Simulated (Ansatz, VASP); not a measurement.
# CuW4 in VASP and in Ansatz

```
Cu W
1.0
     1.59913   -2.19898    0.00000
     1.59913    2.19898    0.00000
     0.00000    0.00000   21.90379
Cu W
2 8
Cartesian
  1.5991 1.0995 0.9490
  1.5991 -1.0995 20.9548
  1.5991 1.0995 9.8147
  1.5991 -1.0995 12.0891
  1.5991 1.0995 14.3625
  1.5991 -1.0995 16.6336
  1.5991 -1.0995 7.5413
  1.5991 -1.0995 3.0223
  1.5991 1.0995 5.2702
  1.5991 1.0995 18.8815
```

Alike in both runs: functional PBE; k mesh 6 × 6 × 1; occupations gaussian, width 0.2 eV; no spin polarisation.

Ansatz relaxed the structure, and its values are those at the end. VASP's run is a single point on that final structure, the one shown.

|  | VASP | Ansatz |
| --- | --- | --- |
| version | VASP 6.6.1 | Ansatz 0.2.0 |
| potentials or method | VASP PAW PBE potentials, release 64 (Cu, W_sv), cutoff 520 eV | scalar-relativistic, plane waves, PAW |
| valence electrons in the cell | 134 | 150 |

|  | VASP | Ansatz | Ansatz less VASP |
| --- | --- | --- | --- |
| gap on the k mesh at the Fermi level (eV) | none | none | - |
| pressure (GPa) | 0.6 | 0.1 | -0.54 |
| rms of the force components (eV/Å) | 0.004 | 0.007 | +0.0026 |

A gap of «none» marks a metal or a gap that the smearing closes. With one functional, cell and mesh, what is left measures potentials, basis and numerics. VASP's potentials hold 134 valence electrons a cell and Ansatz's 150, so a difference there can come from the potentials and not from the codes.

The k mesh is coarse, so the values compare programs but aren't converged. Spin-orbit coupling is off throughout.
